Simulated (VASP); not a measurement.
Set up this calculation in VASP 6.6.1, as the native input.

```
Task                   : single point
Functional             : PBE
Potentials or basis    : VASP PAW PBE potentials, release 64 (Os)
Cutoff                 : 520 eV
k mesh                 : 10 × 10 × 10
Occupations            : fermi-dirac, width 0.05 eV
Spin                   : no spin polarisation
Dipole correction      : no
Further INCAR settings : ALGO = Normal; EDIFF = 1e-06; NBANDS = 10
```

The structure of Os lies in POSCAR:

```
Os
1.0
   -1.5457841597      1.5457841597      1.5457841597
    1.5457841597     -1.5457841597      1.5457841597
    1.5457841597      1.5457841597     -1.5457841597
Os
1
Direct
    0.0000000000      0.0000000000      0.0000000000
```

The input as run:

INCAR

```
SYSTEM = Os
PREC = Accurate ; ENCUT = 520
EDIFF = 1E-6 ; ISMEAR = -1
SIGMA = 0.05 ; LREAL = .False.
LASPH = .True. ; NELM = 100
ALGO = Normal ; ISIF = 2
LWAVE = .False. ; LCHARG = .True.
GGA = PE ; LELF = .True.
LVHAR = .True. ; NBANDS = 10
```

KPOINTS

```
Automatic mesh
0
Gamma
  10 10 10
  0 0 0
```

Potentials or basis: VASP PAW PBE potentials, release 64 (Os).

Command:

```sh
$ cat potpaw_PBE.64/Os/POTCAR > POTCAR
$ mpirun -np 1 vasp_std > vasp.out
```

It gave:

The pressure is 0.0 GPa. The band gap on the k mesh is zero (band 4 reaches 11.27 eV, above the bottom of band 5 at 7.27 eV).

Caveat: spin-orbit coupling is left out, which moves the levels of the heavy elements.

Wall time 4 s on 1 thread of Intel(R) Xeon(R) Platinum 8488C (Sapphire Rapids), on a shared host, peak memory 0.12 GiB.
